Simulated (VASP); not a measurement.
Wanted: the native input for a VASP 6.6.1 run.

* Task: relaxation of cell and atoms
* Functional: r2SCAN
* Potentials or basis: VASP PAW PBE potentials, release 64 (Ba_sv, Ti_sv, O)
* Cutoff: 660 eV
* k mesh: 3 × 5 × 5
* Occupations: fermi-dirac, width 0.1 eV
* Spin: no spin polarisation
* Hubbard terms: Ti d U = 1.04 eV, O p U = 6.9 eV
* Dipole correction: no
* Further INCAR settings: ALGO = Normal; EDIFF = 1e-07; IBRION = 2; EDIFFG = -0.01; NSW = 100; ISIF = 3

Crystal: BaTiO3.

```xyz
10
Lattice="8.1273 0.0000 0.0000 0.0105 4.0636 0.0000 0.0105 0.0105 4.0636" Properties=species:S:1:pos:R:3 pbc="T T T"
Ba    0.0000    0.0000    0.0000
Ba    4.0636    0.0000    0.0000
Ti    1.9851    1.9800    1.9749
Ti    6.0488    1.9800    1.9749
O     2.0715    2.0661    0.0752
O     6.1351    2.0661    0.0752
O     0.0858    2.0713    2.0659
O     4.1495    2.0713    2.0659
O     2.0715    0.0805    2.0659
O     6.1351    0.0805    2.0659
```

These files were run (other wordings do the same):

POSCAR

```
BaTiO3
1.0
    8.1272669500      0.0000000000      0.0000000000
    0.0104937400      4.0636233300      0.0000000000
    0.0104937400      0.0104734400      4.0636030300
Ba Ti O
2 2 6
Direct
    0.0000000000      0.0000000000      0.0000000000
    0.5000000000      0.0000000000      0.0000000000
    0.2430000000      0.4860000000      0.4860000000
    0.7430000000      0.4860000000      0.4860000000
    0.2542000000      0.5084000000      0.0185000000
    0.7542000000      0.5084000000      0.0185000000
    0.0092500000      0.5084000000      0.5084000000
    0.5092500000      0.5084000000      0.5084000000
    0.2542000000      0.0185000000      0.5084000000
    0.7542000000      0.0185000000      0.5084000000
```

INCAR.step1

```
ALGO     = Normal         # electronic algorithm
EDIFF    = 1E-5           # SCF threshold, eV
EDIFFG   = -0.005         # ionic threshold
ENCUT    = 660            # plane-wave cutoff, eV
GGA      = PE             # functional
GGA_COMPAT= F            
IBRION   = 2              # ionic algorithm
ISIF     = 3              # what is computed and relaxed
ISMEAR   = -1             # smearing method
KPAR     = 4            
LASPH    = T              # aspherical terms in the spheres
LCHARG   = F              # write CHGCAR
LDAU     = T              # DFT+U
LDAUJ    = 0 0 0        
LDAUL    = -1 2 1         # shell
LDAUTYPE = 2            
LDAUU    = 0 1.04 6.9     # U, eV
LMAXMIX  = 4              # l up to which the mixer works
LREAL    = F              # projectors in reciprocal space
LWAVE    = T              # write WAVECAR
NELM     = 200            # most SCF steps
NELMIN   = 4            
NSW      = 100            # ionic steps
PREC     = Accurate       # precision mode
SIGMA    = 0.1            # smearing width, eV
```

INCAR.step2

```
ALGO     = Normal         # electronic algorithm
EDIFF    = 1E-7           # SCF threshold, eV
EDIFFG   = -0.01          # ionic threshold
ENCUT    = 660            # plane-wave cutoff, eV
GGA_COMPAT= F            
IBRION   = 2              # ionic algorithm
ISIF     = 3              # what is computed and relaxed
ISMEAR   = -1             # smearing method
ISTART   = 1            
KPAR     = 4            
LASPH    = T              # aspherical terms in the spheres
LCHARG   = F              # write CHGCAR
LDAU     = T              # DFT+U
LDAUJ    = 0 0 0        
LDAUL    = -1 2 1         # shell
LDAUPRINT= 1            
LDAUTYPE = 2            
LDAUU    = 0 1.04 6.9     # U, eV
LMAXMIX  = 4              # l up to which the mixer works
LMIXTAU  = T            
LREAL    = F              # projectors in reciprocal space
LWAVE    = F              # write WAVECAR
METAGGA  = R2SCAN         # meta-GGA
NELM     = 200            # most SCF steps
NELMIN   = 4            
NSW      = 100            # ionic steps
PREC     = Accurate       # precision mode
SIGMA    = 0.1            # smearing width, eV
```

KPOINTS

```
k-points
0
Gamma
  3 5 5
```

Potentials or basis: VASP PAW PBE potentials, release 64 (Ba_sv, Ti_sv, O).

Command:

```sh
$ cat potpaw_PBE.64/Ba_sv/POTCAR potpaw_PBE.64/Ti_sv/POTCAR potpaw_PBE.64/O/POTCAR > POTCAR
$ cp INCAR.step1 INCAR
$ mpirun -np 4 vasp_std > vasp.out
$ cp INCAR.step2 INCAR
$ mpirun -np 4 vasp_std > vasp.out
```

Results of the run:

* Relaxed volume: 12.87 Å³/atom
* Relaxed cell: a = 8.015 Å, b = 4.007 Å, c = 4.007 Å, α = 89.95°, β = 89.94°, γ = 89.94°
* Space group after relaxing (to 0.1 Å): R3m (No. 160)
* Energy gained by relaxing: 9.2 meV/atom
* Ionic steps: 12
* Pressure after relaxing: 0.0 GPa
* Largest force after relaxing: 0.007 eV/Å
* Band gap on the k mesh: 2.81 eV

Caveat: the PAW data sets were made with another functional, which shifts forces and pressure a little; spin-orbit coupling is left out, which moves the levels of the heavy elements.

It took 53 min on 4 MPI ranks on Intel(R) Xeon(R) 6975P-C (Granite Rapids), on a shared host, peak memory 0.48 GiB a rank.
